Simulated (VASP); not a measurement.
Runs of VASP 6.6.1 on Ta. The structure is that of space group Im-3m (No. 229), or close to it. The cells are those of the table. 

```csv
task,cell,cutoff (eV),gap on the mesh (eV),pressure (GPa)
relaxation of cell and atoms,"relaxed to 20 GPa from a = 2.860 Å, angles 109.5°, 1 atom",600,none,19.7
single point,"a = 2.794 Å, angles 109.5°, 1 atom",520,none,20.2
single point,"a = 2.762 Å, angles 109.5°, 1 atom",520,none,(b)
relaxation of cell and atoms,"relaxed to 40 GPa from a = 2.860 Å, angles 109.5°, 1 atom",600,none,40.0
single point,"a = 2.875 Å, angles 109.5°, 1 atom",520,none,0.1
relaxation of cell and atoms,"relaxed from a = 2.860 Å, angles 109.5°, 1 atom",600,none,0.0
single point,"a = 2.831 Å, angles 109.5°, 1 atom",520,none,10.2
relaxation of cell and atoms,"relaxed to 10 GPa from a = 2.860 Å, angles 109.5°, 1 atom",600,none,9.8
relaxation of cell and atoms,"relaxed to 30 GPa from a = 2.860 Å, angles 109.5°, 1 atom",600,none,30.0
single point,"a = 2.733 Å, angles 109.5°, 1 atom",520,none,(a)
```

Alike in all rows: level PBE; potentials or basis VASP PAW PBE potentials, release 64 (Ta_pv); no spin polarisation; k mesh 14 × 14 × 14; smearing fermi-dirac 0.1 eV.

**Question.** Fill in the values left out.

**Answer.** (a) 40.5; (b) 30.3.

Caveats: spin-orbit coupling is left out, which moves the levels of the heavy elements; the cell is relaxed towards a set pressure, so the enthalpy falls and the energy may rise (some runs).

A k mesh can miss the band edges, and the runs leave out spin-orbit coupling on Ta.

A gap of «none» marks levels without a gap at the run's occupations.
